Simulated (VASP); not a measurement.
# BaTiO3: single point with PBE

The system is BaTiO3.

```
Ba Ti O
1.0
     4.05039    0.00000    0.00000
     0.01025    4.05038    0.00000
     0.01025    0.01023    4.05036
Ba Ti O
1 1 3
Direct
  0.00000 0.00000 0.00000
  0.48700 0.48700 0.48700
  0.50920 0.50920 0.01890
  0.01890 0.50920 0.50920
  0.50920 0.01890 0.50920
```

```
Program                : VASP 6.6.1
Task                   : single point
Functional             : PBE
Potentials or basis    : VASP PAW PBE potentials, release 64 (Ba_sv, Ti_sv, O)
Cutoff                 : 520 eV
k mesh                 : 6 × 6 × 6
Occupations            : fermi-dirac, width 0.1 eV
Spin                   : no spin polarisation
Dipole correction      : no
Further INCAR settings : ALGO = Normal; EDIFF = 1e-06; NBANDS = 28
```

```
Pressure               : 0.8 GPa
Largest force          : 0.248 eV/Å
Band gap on the k mesh : 2.25 eV (least direct gap 2.65 eV)
```

Forces in eV/Å, atoms in the order of the input:
```
Ba  -0.031 -0.031 -0.030
Ti  -0.143 -0.143 -0.143
O    0.047  0.047  0.079
O    0.080  0.047  0.047
O    0.047  0.080  0.047
```

Levels at points of the mesh, in eV from the valence-band top:
```csv
k point,band 17,band 18,band 19,band 20,band 21,band 22,band 23,band 24
"(0.00, 0.00, 0.00)",-1.01,-0.52,-0.41,-0.41,2.25,2.25,2.36,4.20
"(0.50, 0.00, 0.00)",-1.63,-1.60,-0.93,-0.83,2.40,3.59,3.67,4.17
"(0.50, 0.50, 0.00)",-1.65,-0.90,-0.86,-0.09,3.65,3.66,3.99,4.76
"(0.50, 0.50, 0.50)",-2.37,-0.02,-0.02,0.00,4.12,4.24,4.24,6.45
```

Run time: 59 s on 1 thread of Intel(R) Xeon(R) Platinum 8259CL CPU @ 2.50GHz (Skylake/Cascade Lake), with other jobs on the host, peak memory 0.2 GiB.

Caveat: spin-orbit coupling is left out, which moves the levels of the heavy elements. A k mesh can miss the band edges.
